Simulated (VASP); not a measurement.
Here is a VASP 6.6.1 calculation.

INCAR

```
PREC = Accurate
ENCUT = 520
EDIFF = 1E-6
ISMEAR = 0
SIGMA = 0.05
LREAL = F
LASPH = T
NELM = 80
ALGO = Normal
ISIF = 2
LWAVE = F
LCHARG = F
GGA = PS
NBANDS = 15
```

The input KPOINTS:

```
regular mesh
0
Gamma
  6 6 6
```

POSCAR

```
RbBr
1.0
    4.2292292325      0.0000000000      0.0000000000
    0.0000000000      4.2292292325      0.0000000000
    0.0000000000      0.0000000000      4.2292292325
Rb Br
1 1
Direct
    0.0000000000      0.0000000000      0.0000000000
    0.5000000000      0.5000000000      0.5000000000
```

Potentials or basis: VASP PAW PBE potentials, release 64 (Rb_sv, Br).

The run is started by

```bash
$ cat potpaw_PBE.64/Rb_sv/POTCAR potpaw_PBE.64/Br/POTCAR > POTCAR
$ mpirun -np 1 vasp_std > vasp.out
```

Question: Predict the band gap on the k mesh.

Answer: 3.69 eV (least direct gap 3.84 eV).

Question: Estimate the pressure.

Answer: -1.4 GPa.

Caveat: the cell differs from its parent crystal (strain +0.025 along x and y, +0.025 along z); the PAW data sets were made with another functional, which shifts forces and pressure a little. A k mesh can miss the band edges.
